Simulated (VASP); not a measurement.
# B: density of states with PBE

Crystal: B.

```xyz
1
Lattice="1.5152 0.0000 0.0000 0.0000 1.5152 0.0000 0.0000 0.0000 1.5152" Properties=species:S:1:pos:R:3 pbc="T T T"
B     0.0000    0.0000    0.0000
```

This cell differs from its parent crystal: volume scaled by 0.52.

```
Program                 : VASP 6.6.1
Task                    : density of states
Functional              : PBE
Potentials or basis     : VASP PAW PBE potentials, release 64 (B)
Cutoff                  : 520 eV
k mesh                  : 22 × 22 × 22
Occupations             : fermi-dirac, width 0.05 eV
Spin                    : no spin polarisation
Dipole correction       : no
k mesh for the DOS      : 33 × 33 × 33
Occupations for the DOS : tetrahedron
Further INCAR settings  : ALGO = Normal; EDIFF = 1e-06
```

```json
{
 "Valence electrons inside the program's atomic spheres": "B 2.87"
}
```

Levels at points of the mesh, in eV from the Fermi level:
| k point | band 1 | band 2 | band 3 | band 4 | band 5 |
| --- | --- | --- | --- | --- | --- |
| (0.00, 0.00, 0.00) | -23.16 | 22.73 | 22.73 | 22.73 | 34.46 |

Run time: 32 s on 1 thread of AMD EPYC 7R43 64-Core Processor (Zen 3), with other jobs on the host, peak memory 0.1 GiB.
